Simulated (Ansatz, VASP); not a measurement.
## Two plane-wave programs on Mg

Contents of INCAR:

```
  PREC = Accurate
  ENCUT = 520
  EDIFF = 1E-8
  ISMEAR = -1
  SIGMA = 0.05
  LREAL = False
  LASPH = True
  NELM = 100
  ALGO = Normal
  ISIF = 2
  LWAVE = False
  LCHARG = False
  GGA = PS
  LEFG = True
  NBANDS = 7
```

KPOINTS

```
Automatic mesh
0
Gamma
  15 15 15
```

POSCAR

```
Mg
1.0
   -1.8660952039      1.8660952039      1.7069401276
    1.8660952039     -1.8660952039      1.7069401276
    1.8660952039      1.8660952039     -1.7069401276
Mg
1
Direct
    0.0000000000      0.0000000000      0.0000000000
```

Input for Ansatz:

```yaml
crystal:
  lattice:
    - [-1.8660952039, 1.8660952039, 1.7069401276]
    - [1.8660952039, -1.8660952039, 1.7069401276]
    - [1.8660952039, 1.8660952039, -1.7069401276]
  atoms:
    - { symbol: Mg, position: [0.0, 0.0, 0.0] }
kpoints:
  mp_grid: { grid: [15, 15, 15] }
scf:
  occupations: { method: fermi_dirac, width: 0.05 }
hamiltonian:
  xc: pbesol
  pseudopotentials: { kind: paw }
output:
  forces: true
  stress: true
  eigenvalues: true
  efg: { contact_densities: true }
```

Change from the starting cell: volume scaled by 1.05, PAW files.

Alike in both runs: task electric field gradients; functional PBEsol; k mesh 15 × 15 × 15; occupations fermi-dirac, width 0.05 eV; no spin polarisation.

```csv
,VASP,Ansatz
version,VASP 6.6.1,Ansatz 0.2.0
potentials or method,"VASP PAW PBE potentials, release 64 (Mg)","PAW with Ansatz's default frozen-core files, scalar-relativistic"
plane-wave cutoff (eV),520,420
valence electrons in the cell,2,10
```

|  | VASP | Ansatz | Ansatz less VASP |
| --- | --- | --- | --- |
| pressure (GPa) | -1.8 | -1.7 | +0.06 |
| traceless stress, the component that is largest in VASP (GPa) | 0.13 | 0.13 | 0.000 |
| size of Vzz on the site where it differs most (V/Å²) | 2.1 | 2.3 | +0.17 |

VASP's potentials were made for PBE, not for PBEsol. VASP's potentials hold 2 valence electrons a cell and Ansatz's 10, so a difference there can come from the potentials and not from the codes.
